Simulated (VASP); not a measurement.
Crystal: Cu2Pd.

```
Cu Pd
1.0
     3.89454    0.00000    0.00000
     0.00000    3.89454    0.00000
     0.00000    0.00000    5.60663
Cu Pd
4 2
Direct
  0.00000 0.50000 0.20300
  0.00000 0.50000 0.70300
  0.50000 0.00000 0.29700
  0.50000 0.00000 0.79700
  0.00000 0.00000 0.00000
  0.50000 0.50000 0.50000
```

```yaml
Program: VASP 6.6.1
Task: relaxation of cell and atoms
Functional: PBE
Potentials_or_basis: VASP PAW PBE potentials, release 64 (Cu, Pd)
Cutoff: 600 eV
k_mesh: 4 × 4 × 4
Occupations: gaussian, width 0.1 eV
Spin: no spin polarisation
```

At the start: pressure 24.5 GPa; volume 14.17 Å³/atom.

Q: Where does the relaxation end?

A: Over 12 steps the energy falls by 288.8 meV/atom and the volume is 16.13 Å³/atom (+13.8 %); space group P4_2/nmc (No. 137, to 0.1 Å) before, I4/mmm (No. 139, to 0.1 Å).

Step by step:
```tsv
step	energy change (eV)	largest force (eV/Å)	pressure (GPa)	volume (Å³)
1	0.0000	2.0186	24.47	85.04
2	-0.8114	0.4561	-10.61	114.52
3	-1.2734	0.8821	-2.28	101.30
4	-1.2734	0.8973	-1.91	100.96
5	-1.4454	0.7325	-1.15	99.39
6	-1.6939	0.1824	2.69	94.69
7	-1.6951	0.1243	3.24	94.24
8	-1.7065	0.0913	-2.56	99.49
9	-1.7309	0.0032	-0.13	97.03
10	-1.7309	0.0054	-0.21	97.08
11	-1.7320	0.0161	-0.11	96.98
12	-1.7331	0.0378	0.12	96.76
```

Final structure:
```cif
data_structure
_symmetry_space_group_name_H-M 'P 1'
_symmetry_Int_Tables_number 1
_cell_length_a 4.2265
_cell_length_b 4.2265
_cell_length_c 5.4168
_cell_angle_alpha 90.000
_cell_angle_beta 90.000
_cell_angle_gamma 90.000
_cell_volume 96.76
loop_
_atom_site_label
_atom_site_type_symbol
_atom_site_fract_x
_atom_site_fract_y
_atom_site_fract_z
_atom_site_occupancy
Cu1 Cu 0.00000 0.50000 0.25168 1
Cu2 Cu 0.00000 0.50000 0.75168 1
Cu3 Cu 0.50000 0.00000 0.24832 1
Cu4 Cu 0.50000 0.00000 0.74832 1
Pd1 Pd 0.00000 0.00000 0.00000 1
Pd2 Pd 0.50000 0.50000 0.50000 1
```

Caveat: the k points lie up to 0.37 Å⁻¹ apart in the final cell.
